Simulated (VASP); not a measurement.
## Pt: single point with PBEsol+D3(BJ)

Crystal: Pt.

```
CELL_PARAMETERS angstrom
2.76067 0.04141 0.00000
-1.34447 2.37011 0.00000
0.00000 0.00000 4.79213
ATOMIC_POSITIONS crystal
Pt 0.66667 0.33333 0.75000
Pt 0.33333 0.66667 0.25000
```

```yaml
Program: VASP 6.6.1
Task: single point
Functional: PBEsol
Dispersion: D3(BJ)
Potentials_or_basis: VASP PAW PBE potentials, release 64 (Pt)
Cutoff: 520 eV
k_mesh: 14 × 14 × 7
Occupations: methfessel-paxton, width 0.15 eV
Spin: no spin polarisation
Dipole_correction: no
Further_INCAR_settings: ALGO = Normal; EDIFF = 1e-07; NBANDS = 17
```

The pressure is -18.6 GPa. The largest force is 0.008 eV/Å, the band gap on the k mesh is zero (band 10 reaches 10.73 eV, above the bottom of band 11 at 9.41 eV) and the dispersion energy per atom is -0.714 eV.

Forces in eV/Å, atoms in the order of the input:
```
Pt   0.008 -0.003  0.000
Pt  -0.008  0.003  0.000
```

Stress tensor (GPa, compression positive):
```
-18.50  -3.23   0.00
 -3.23 -18.07   0.00
  0.00   0.00 -19.08
```

Levels at points of the mesh, in eV from the Fermi level:
```
           k point  band 8  band 9  band 10  band 11  band 12  band 13
(0.00, 0.00, 0.00)   -1.82   -1.72    -0.76    -0.24    -0.14     4.65
(0.50, 0.00, 0.00)    0.09    0.26     0.46     2.16     3.57     7.01
(0.00, 0.50, 0.00)    0.03    0.29     0.49     2.27     3.75     7.24
(0.50, 0.50, 0.00)   -0.03    0.37     0.57     2.36     3.90     7.46
```

It took 90 s on 1 thread of Intel(R) Xeon(R) Platinum 8375C CPU @ 2.90GHz (Ice Lake) (shared host), peak memory 0.3 GiB.

Caveat: three body term missing; the PAW data sets were made with another functional, which shifts forces and pressure a little; spin-orbit coupling is left out, which moves the levels of the heavy elements; pairwise dispersion overbinds metals, which lowers pressure and volume.
